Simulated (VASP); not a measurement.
# H11NO4 in VASP: notebook

The runs below take H11NO4 through single point, with PBE+D3(BJ).

Program: VASP 6.6.1. These are calculated values, not measurements. Logs are shortened: lines on timing, memory, paths and dates and some standing lists are left out, and cuts for length are marked.

## 1. The cell of the first run

The cell holds an amorphous packing of atoms, 16 atoms: a = 5.418 Å, b = 5.418 Å, c = 5.418 Å, α = 90.00°, β = 90.00°, γ = 90.00°.

## 2. Single point, PBE+D3(BJ)

INCAR

```
ALGO = Normal
EDIFF = 1E-6
ENCUT = 520
GGA = PE
ISIF = 2
ISMEAR = -1
IVDW = 12
LASPH = True
LCHARG = True
LELF = True
LREAL = Auto
LVHAR = True
LWAVE = False
NBANDS = 34
NELM = 80
PREC = Accurate
SIGMA = 0.05
```

KPOINTS

```
k-points
0
Gamma
  1 1 1
```

POSCAR

```
H11NO4
1.0
    5.4175020000      0.0000000000      0.0000000000
    0.0000000000      5.4175020000      0.0000000000
    0.0000000000      0.0000000000      5.4175020000
O H N
4 11 1
Direct
    0.4941760981      1.1098473060      0.3879094092
    0.7479277350      0.9731053168      0.8107611220
    1.0886936452      0.6942867765      0.6218733283
    0.4227409607      0.5525793991      0.9436637033
    0.5513057494      0.9559756508      0.3272541478
    0.6364372362      1.2082321336      0.3068942107
    0.6905765794      1.0736682700      0.6649005390
    0.6221132913      0.8488783207      0.8020855368
    1.2397964966      0.7798058958      0.5827778190
    0.9545543315      0.8213933285      0.6842083307
    0.2682970860      0.5660727029      0.8372493448
    0.4046699014      0.4133639452      1.0675030669
    0.9644112729      0.4917210921      0.3344714963
    1.0403318725      0.2747207108      0.1601106931
    0.8146928234      0.4597875552      0.0670604275
    0.8792613275      0.3639869445      0.2257313426
```

Potentials or basis: VASP PAW PBE potentials, release 64 (O, H, N).

Command:

```console
> cat potpaw_PBE.64/O/POTCAR potpaw_PBE.64/H/POTCAR potpaw_PBE.64/N/POTCAR > POTCAR
> mpirun -np 1 vasp_gam > vasp.out
```

OUTCAR:

```text
EDIFF = 1E-6
   ENCUT = 520
   GGA = PE
   ISIF = 2
   ISMEAR = -1
   IVDW = 12
   LASPH = True
   LREAL = Auto
   NELM = 80
   PREC = Accurate
 IVDW          = 12

 ion  position               nearest neighbor table
   1  0.494  0.110  0.388-   5 0.95   6 1.03
   2  0.748  0.973  0.811-   8 0.96   7 1.01
   3  0.089  0.694  0.622-   9 0.96  10 1.06
   4  0.423  0.553  0.944-  12 1.01  11 1.02
   5  0.551  0.956  0.327-   1 0.95
   6  0.636  0.208  0.307-   1 1.03
   7  0.691  0.074  0.665-   2 1.01
   8  0.622  0.849  0.802-   2 0.96
   9  0.240  0.780  0.583-   3 0.96
  10  0.955  0.821  0.684-   3 1.06
  11  0.268  0.566  0.837-   4 1.02
  12  0.405  0.413  0.068-   4 1.01
  13  0.964  0.492  0.334-  16 1.02
  14  0.040  0.275  0.160-  16 1.06
  15  0.815  0.460  0.067-  16 1.06
  16  0.879  0.364  0.226-  13 1.02  14 1.06  15 1.06

  LATTYP: Found a simple cubic cell.
 ALAT       =     5.4175020000

  Lattice vectors:

 A1 = (   5.4175020000,   0.0000000000,   0.0000000000)
 A2 = (   0.0000000000,   5.4175020000,   0.0000000000)
 A3 = (   0.0000000000,   0.0000000000,   5.4175020000)

Analysis of symmetry for initial positions (statically):
=====================================================================
 Subroutine PRICEL returns:
 Original cell was already a primitive cell.

 Routine SETGRP: Setting up the symmetry group for a
 simple cubic supercell.

 Subroutine GETGRP returns: Found  1 space group operations
 (whereof  1 operations were pure point group operations)
 out of a pool of 48 trial point group operations.

The static configuration has the point symmetry C_1 .

Analysis of symmetry for dynamics (positions and initial velocities):
=====================================================================
 Subroutine PRICEL returns:
 Original cell was already a primitive cell.

 Routine SETGRP: Setting up the symmetry group for a
 simple cubic supercell.

 Subroutine GETGRP returns: Found  1 space group operations
 (whereof  1 operations were pure point group operations)
 out of a pool of 48 trial point group operations.

The dynamic configuration has the point symmetry C_1 .

 Subroutine INISYM returns: Found  1 space group operations
 (whereof  1 operations are pure point group operations),
 and found     1 'primitive' translations

----------------------------------------------------------------------------------------

                                     Primitive cell

  volume of cell :     159.0000

  direct lattice vectors                    reciprocal lattice vectors
     5.417502000  0.000000000  0.000000000     0.184586918  0.000000000  0.000000000
     0.000000000  5.417502000  0.000000000     0.000000000  0.184586918  0.000000000
     0.000000000  0.000000000  5.417502000     0.000000000  0.000000000  0.184586918

  length of vectors
     5.417502000  5.417502000  5.417502000     0.184586918  0.184586918  0.184586918

  position of ions in fractional coordinates (direct lattice)
     0.494176098  0.109847306  0.387909409
     0.747927735  0.973105317  0.810761122
     0.088693645  0.694286777  0.621873328
     0.422740961  0.552579399  0.943663703
     0.551305749  0.955975651  0.327254148
     0.636437236  0.208232134  0.306894211
     0.690576579  0.073668270  0.664900539
     0.622113291  0.848878321  0.802085537
     0.239796497  0.779805896  0.582777819
     0.954554331  0.821393329  0.684208331
     0.268297086  0.566072703  0.837249345
     0.404669901  0.413363945  0.067503067
     0.964411273  0.491721092  0.334471496
     0.040331872  0.274720711  0.160110693
     0.814692823  0.459787555  0.067060428
     0.879261327  0.363986944  0.225731343

  ion indices of the primitive-cell ions
   primitive index   ion index
                 1           1
                 2           2
                 3           3
                 4           4
                 5           5
                 6           6
                 7           7
                 8           8
                 9           9
                10          10
                11          11
                12          12
                13          13
                14          14
                15          15
                16          16

----------------------------------------------------------------------------------------

 KPOINTS: k-points

Automatic generation of k-mesh.
 Grid dimensions read from file:
 generate k-points for:    1    1    1

 Generating k-lattice:

  Cartesian coordinates                     Fractional coordinates (reciprocal lattice)
     0.184586918  0.000000000  0.000000000     1.000000000  0.000000000  0.000000000
     0.000000000  0.184586918  0.000000000     0.000000000  1.000000000  0.000000000
     0.000000000  0.000000000  0.184586918     0.000000000  0.000000000  1.000000000

  Length of vectors
     0.184586918  0.184586918  0.184586918

  Shift w.r.t. Gamma in fractional coordinates (k-lattice)
     0.000000000  0.000000000  0.000000000

 Subroutine IBZKPT returns following result:
 ===========================================

 Found      1 irreducible k-points:

 Following reciprocal coordinates:
            Coordinates               Weight
  0.000000  0.000000  0.000000      1.000000
   k-points           NKPTS =      1   k-points in BZ     NKDIM =      1   number of bands    NBANDS=     34
   number of dos      NEDOS =    301   number of ions     NIONS =     16
   total plane-waves  NPLWV =  64000
   dimension x,y,z NGX =    40 NGY =   40 NGZ =   40
   dimension x,y,z NGXF=    80 NGYF=   80 NGZF=   80
   ions per type =               4  11   1
   NGX,Y,Z   is equivalent  to a cutoff of  12.27, 12.27, 12.27 a.u.
   NGXF,Y,Z  is equivalent  to a cutoff of  24.55, 24.55, 24.55 a.u.
 SYSTEM =  unknown system
   PREC   = accura    normal or accurate (medium, high low for compatibility)
   ISTART =      0    job   : 0-new  1-cont  2-samecut
   ICHARG =      2    charge: 1-file 2-atom 10-const
   ISPIN  =      1    spin polarized calculation?
   LNONCOLLINEAR =      F non collinear calculations
   LSORBIT =      F    spin-orbit coupling
   LASPH  =      T    aspherical Exc in radial PAW
   ENCUT  =  520.0 eV  38.22 Ry    6.18 a.u.  10.07 10.07 10.07*2*pi/ulx,y,z
   NELM   =     80;   NELMIN=  2; NELMDL= -5     # of ELM steps
   EDIFF  = 0.1E-05   stopping-criterion for ELM
   LREAL  =      T    real-space projection
   EDIFFG = 0.1E-04   stopping-criterion for IOM
   NSW    =      0    number of steps for IOM
   IBRION =     -1    ionic relax: 0-MD 1-quasi-New 2-CG
   NFREE  =      0    steps in history (QN), initial steepest desc. (CG)
   ISIF   =      2    stress and relaxation
   ISYM   =      2    0-nonsym 1-usesym 2-fastsym
   POTIM  = 0.5000    time-step for ionic-motion
   TEBEG  =    0.0;   TEEND  =   0.0 temperature during run
   PSTRESS=    0.0 pullay stress
   NELECT =      40.0000    total number of electrons
   NUPDOWN=      -1.0000    fix difference up-down
   EMIN   =  10.00;   EMAX   =-10.00  energy-range for DOS
   EFERMI =   0.00;   METHOD = LEGACY
   ISMEAR =    -1;   SIGMA  =   0.05  broadening in eV -4-tet -1-fermi 0-gaus
   EFERMI_NEDOS =   21; number of points for ismear=-14 and -15
   IALGO  =     38    algorithm
   IMIX   =      4    mixing-type and parameters
     AMIX     =   0.40;   BMIX     =  1.00
     AMIX_MAG =   1.60;   BMIX_MAG =  1.00
  volume/ion in A,a.u.               =       9.94        67.06
  Fermi-wavevector in a.u.,A,eV,Ry     =   1.033465  1.952966 14.531699  1.068050
  Thomas-Fermi vector in A             =   2.167713
   LORBIT       =      0    0 simple, 1 ext, 2 COOP (PROOUT), +10 PAW based schemes
   GGA     = PE    functional components
   LHFCALC =     F    Hartree Fock is set to
   AEXX    =    0.0000 exact exchange contribution
   IVDW    =    12    specifies the selected vdW correction
   LEPSILON=     F    determine dielectric tensor
   LRPA    =     F    only Hartree local field effects (RPA)
 non-spin polarized calculation
  energy-cutoff  :      520.00
  volume of cell :      159.00
 maximum number of plane-waves:      2169
   NGX = 21   NGY = 21   NGZ = 21

 number of electron      39.9999995 magnetization

 Free energy of the ion-electron system (eV)
  ---------------------------------------------------
  ext. energy  EPLUGINS =         0.00000000
  ---------------------------------------------------
  free energy    TOTEN  =       -77.57719077 eV

  energy without entropy =      -77.57719077  energy(sigma->0) =      -77.57719077

 E-fermi :  -2.4186     XC(G=0):  -6.7446

 val. band max:       -3.6063475995   @ k =   0.0000   0.0000   0.0000
 cond. band min:       0.8933885836   @ k =   0.0000   0.0000   0.0000
 fundamental gap:      4.4997361831
 Fermi energy:        -2.4186423569

 k-point     1 :       0.0000    0.0000    0.0000
  band No.  band energies     occupation
      1     -22.7506      2.00000
      2     -21.9592      2.00000
      3     -21.8055      2.00000
      4     -21.1676      2.00000
      5     -18.1165      2.00000
      6     -10.3189      2.00000
      7      -9.7876      2.00000
      8      -9.4135      2.00000
      9      -9.1652      2.00000
     10      -8.2478      2.00000
     11      -7.8414      2.00000
     12      -7.0401      2.00000
     13      -6.7246      2.00000
     14      -6.4619      2.00000
     15      -5.6231      2.00000
     16      -4.4623      2.00000
     17      -4.2175      2.00000
     18      -4.0913      2.00000
     19      -3.8168      2.00000
     20      -3.6063      2.00000
     21       0.8934      0.00000
     22       4.6982      0.00000
     23       4.8753      0.00000
     24       5.2220      0.00000
     25       5.7953      0.00000
     26       6.5419      0.00000
     27       6.8889      0.00000
     28       7.2061      0.00000
     29       7.6948      0.00000
     30       7.9915      0.00000
     31       8.2263      0.00000
     32       8.7832      0.00000
 [bands above 32 left out]

------------------------ aborting loop because EDIFF is reached ----------------------------------------

 Edisp (eV)   -0.53801

 E8    (eV) :    -0.1087

  FORCE on cell =-STRESS in cart. coord.  units (eV):
  Direction    XX          YY          ZZ          XY          YZ          ZX
  --------------------------------------------------------------------------------------
  -------------------------------------------------------------------------------------
  Total      -1.99654     1.58905    -1.75550     1.89945     1.97592    -0.37328
  in kB     -20.11829    16.01222   -17.68945    19.13995    19.91052    -3.76143
  external pressure =       -7.27 kB  Pullay stress =        0.00 kB

 VOLUME and BASIS-vectors are now :
 -----------------------------------------------------------------------------
  energy-cutoff  :      520.00
  volume of cell :      159.00
      direct lattice vectors                 reciprocal lattice vectors
     5.417502000  0.000000000  0.000000000     0.184586918  0.000000000  0.000000000
     0.000000000  5.417502000  0.000000000     0.000000000  0.184586918  0.000000000
     0.000000000  0.000000000  5.417502000     0.000000000  0.000000000  0.184586918

 POSITION                                       TOTAL-FORCE (eV/Angst)
 -----------------------------------------------------------------------------------
      2.67720      0.59510      2.10150         0.007368      1.017077      0.134560
      4.05190      5.27180      4.39230         0.350226      0.973292     -1.141321
      0.48050      3.76130      3.36900        -0.916942      0.056416      0.224942
      2.29020      2.99360      5.11230        -0.349443     -0.993335      0.779585
      2.98670      5.17900      1.77290        -0.103496     -1.681844     -0.673688
      3.44790      1.12810      1.66260         0.245448      0.627134      0.511737
      3.74120      0.39910      3.60210         0.097647      0.086109      0.532505
      3.37030      4.59880      4.34530        -0.747823     -1.161274      0.780094
      1.29910      4.22460      3.15720        -0.024427      0.676202     -0.351131
      5.17130      4.44990      3.70670         1.084218     -0.590703     -0.058911
      1.45350      3.06670      4.53580         0.453723     -0.253303      0.727579
      2.19230      2.23940      0.36570         0.017246      1.242388     -1.311810
      5.22470      2.66390      1.81200        -0.367306      0.502481      0.587678
      0.21850      1.48830      0.86740        -1.367947     -0.018367      0.297901
      4.41360      2.49090      0.36330         0.430834     -0.594377      1.079114
      4.76340      1.97190      1.22290         1.190675      0.112105     -2.118833
 -----------------------------------------------------------------------------------
    total drift:                               -0.006255      0.002773      0.001972

  FREE ENERGIE OF THE ION-ELECTRON SYSTEM (eV)
  ---------------------------------------------------
  free  energy   TOTEN  =       -78.1151999764 eV

  energy  without entropy=      -78.1151999763  energy(sigma->0) =      -78.11519998
```

Run time: 9.2 s. Hardware: 1 thread of Intel Xeon 6975P-C (Granite Rapids), shared host; peak memory 0.24 GiB.

Results:

```yaml
Free_energy: -78.1152 eV
Pressure: -0.7 GPa
Largest_force: 2.433 eV/Å
Band_gap_on_the_k_mesh: 4.50 eV
Dispersion_energy_per_atom: -0.034 eV
```

Forces on the atoms (eV/Å):
```
O    0.007  1.017  0.135
O    0.350  0.973 -1.141
O   -0.917  0.056  0.225
O   -0.349 -0.993  0.780
H   -0.103 -1.682 -0.674
H    0.245  0.627  0.512
H    0.098  0.086  0.533
H   -0.748 -1.161  0.780
H   -0.024  0.676 -0.351
H    1.084 -0.591 -0.059
H    0.454 -0.253  0.728
H    0.017  1.242 -1.312
H   -0.367  0.502  0.588
H   -1.368 -0.018  0.298
H    0.431 -0.594  1.079
N    1.191  0.112 -2.119
```

Levels at points of the mesh, in eV from the valence-band top:
```
           k point  band 17  band 18  band 19  band 20  band 21  band 22  band 23  band 24
(0.00, 0.00, 0.00)    -0.61    -0.49    -0.21     0.00     4.50     8.30     8.48     8.83
```

Caveat: the k points lie up to 1.16 Å⁻¹ apart.

(Continued in part 2 of 2.)
